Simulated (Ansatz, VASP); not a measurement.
## Two plane-wave programs on V

The input INCAR:

```
ALGO = Normal
EDIFF = 1E-6
ENCUT = 520
GGA = RP
ISIF = 2
ISMEAR = -1
LASPH = T
LCHARG = F
LREAL = F
LWAVE = F
NBANDS = 12
NELM = 80
PREC = Accurate
SIGMA = 0.1
```

KPOINTS

```
k-points
0
Gamma
  23 23 23
```

The input POSCAR:

```
V
1.0
    0.0000000000      1.8986424613      1.8986424613
    1.8986424613      0.0000000000      1.8986424613
    1.8986424613      1.8986424613      0.0000000000
V
1
Direct
    0.0000000000      0.0000000000      0.0000000000
```

Input for Ansatz:

```yaml
crystal:
  lattice:
    - [0.0, 1.8986424613, 1.8986424613]
    - [1.8986424613, 0.0, 1.8986424613]
    - [1.8986424613, 1.8986424613, 0.0]
  atoms:
    - { symbol: V, position: [0.0, 0.0, 0.0] }
hamiltonian:
  xc: rpbe
  pseudopotentials:
    kind: paw
    azcp:
      V: "pseudopotentials/V.paw.azcp"
basis:
  ecutwfc: 420
  fft_grid_basis: typed
kpoints:
  mp_grid: { grid: [23, 23, 23], shift: [0, 0, 0] }
magnetization:
  spin_polarized: false
scf:
  occupations: { method: fermi_dirac, width: 0.1 }
output:
  stress: true
  write_density: true
  write_potential: true
  elf: true
  volumetric_format: npy
```

Alike in both runs: task single point; functional RPBE; k mesh 23 × 23 × 23; occupations fermi-dirac, width 0.1 eV; no spin polarisation.

```csv
,VASP,Ansatz
version,VASP 6.6.1,Ansatz 0.2.0
potentials or method,"VASP PAW PBE potentials, release 64 (V_sv), cutoff 520 eV","plane waves (420 eV) with PAW, scalar-relativistic"
valence electrons in the cell,13,13
```

```csv
,VASP,Ansatz,Ansatz less VASP
pressure (GPa),7.5,7.3,-0.24
```

VASP's potentials were made for PBE, not for RPBE.
